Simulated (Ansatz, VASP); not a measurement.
**B3P: VASP beside Ansatz**

```
CELL_PARAMETERS angstrom
2.88600 0.00000 0.00000
-1.44300 2.49935 0.00000
0.00000 0.00000 4.77020
ATOMIC_POSITIONS crystal
B 0.66667 0.33333 0.16778
B 0.66667 0.33333 0.83222
B 0.00000 0.00000 0.00000
P 0.00000 0.00000 0.50000
```

Alike in both runs: functional PBE; k mesh 6 × 6 × 4; occupations gaussian, width 0.1 eV; no spin polarisation.

Ansatz relaxed the structure, and its values are those at the end. VASP's run is a single point on that final structure, the one shown.

|  | VASP | Ansatz |
| --- | --- | --- |
| version | VASP 6.6.1 | Ansatz 0.2.0 |
| potentials or method | VASP PAW PBE potentials, release 64 (B, P), cutoff 500 eV | scalar-relativistic, plane waves, PAW |
| valence electrons in the cell | 14 | 14 |

Ansatz gave:

- gap on the k mesh at the Fermi level (eV): none
- pressure (GPa): 0.0
- rms of the force components (eV/Å): 0.004

Estimate VASP's values.

gap on the k mesh at the Fermi level (eV): none; pressure (GPa): -0.1; rms of the force components (eV/Å): 0.016.

A gap of «none» marks a metal or a gap that the smearing closes.

The k mesh is coarse, so the values compare programs but aren't converged.
